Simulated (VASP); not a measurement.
Input of a VASP 6.6.1 run:

Contents of INCAR:

```
  PREC = Accurate
  ENCUT = 520
  EDIFF = 1E-6
  ISMEAR = 0
  SIGMA = 0.2
  LREAL = F
  LASPH = T
  NELM = 100
  ALGO = Normal
  ISIF = 2
  LWAVE = F
  LCHARG = F
  GGA = PE
  NBANDS = 47
```

File KPOINTS:

```
regular mesh
0
Gamma
  4 4 4
```

The input POSCAR:

```
Si4IrPd
1.0
   -2.8757649075      2.8757649075      5.7324416033
    2.8757649075     -2.8757649075      5.7324416033
    2.8757649075      2.8757649075     -5.7324416033
Si Pd Ir
8 2 2
Direct
    0.6281151597      0.6250000000      0.5031151597
    0.1218848403      0.6250000000     -0.0031151597
    0.6281151597      0.1250000000      0.0031151597
    0.1218848403      0.1250000000      0.4968848403
    0.8750000000      0.3718848403     -0.0031151597
    0.3750000000      0.8781151597      0.0031151597
    0.8750000000      0.8781151597      0.5031151597
    0.3750000000      0.3718848403      0.4968848403
    0.2500000000      0.7500000000      0.5000000000
    0.5000000000      0.5000000000      0.0000000000
    0.7500000000      0.2500000000      0.5000000000
    0.0000000000      0.0000000000      0.0000000000
```

Potentials or basis: VASP PAW PBE potentials, release 64 (Si, Pd, Ir).

The run is started by

```console
$ cat potpaw_PBE.64/Si/POTCAR potpaw_PBE.64/Pd/POTCAR potpaw_PBE.64/Ir/POTCAR > POTCAR
$ mpirun -np 1 vasp_std > vasp.out
```

What does it give for the band gap on the k mesh?

Zero (bands 35 and 36 overlap by 1.89 eV).

Estimate the pressure.

0.2 GPa.

Estimate the largest force.

0.046 eV/Å.

Stress tensor (GPa, compression positive):
```
0.31 0.00 0.00
0.00 0.31 0.00
0.00 0.00 0.02
```

Caveat: spin-orbit coupling is left out, which moves the levels of the heavy elements.
